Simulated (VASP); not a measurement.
Input of a VASP 6.6.1 run:

File INCAR:

```
ALGO = Normal
EDIFF = 1E-6
ENCUT = 500
GGA = PE
GGA_COMPAT = F
ISIF = 2
ISMEAR = 0
LASPH = T
LCHARG = T
LELF = T
LMAXMIX = 6
LREAL = F
LVHAR = T
LWAVE = F
NBANDS = 16
NELM = 200
PREC = Accurate
SIGMA = 0.2
```

File KPOINTS:

```
k-points
0
Gamma
  6 6 6
```

Contents of POSCAR:

```
Dy2H
1.0
   -2.2511856147      2.2511856147      3.1614036402
    2.2511856147     -2.2511856147      3.1614036402
    2.2511856147      2.2511856147     -3.1614036402
Dy H
2 1
Direct
    0.7500000000      0.2500000000      0.5000000000
    0.2500000000      0.7500000000      0.5000000000
    0.0000000000      0.0000000000      0.0000000000
```

Potentials or basis: VASP PAW PBE potentials, release 64 (Dy_3, H), 4f in core.

Launch:

```console
$ cat potpaw_PBE.64/Dy_3/POTCAR potpaw_PBE.64/H/POTCAR > POTCAR
$ mpirun -np 1 vasp_std > vasp.out
```

Task: Predict the band gap on the k mesh.

Result: Zero (an odd number of electrons rules out a gap without spin polarisation).

Task: What does it give for the pressure?

Result: 0.2 GPa.

Stress tensor (GPa, compression positive):
```
0.15 0.00 0.00
0.00 0.15 0.00
0.00 0.00 0.45
```

Caveat: spin-orbit coupling is left out, which moves the levels of the heavy elements; the 4f electrons are frozen in the core, so they carry no moment and show no levels. Spin polarisation is off, so any magnetic state and its effect on volume and gap are missing.
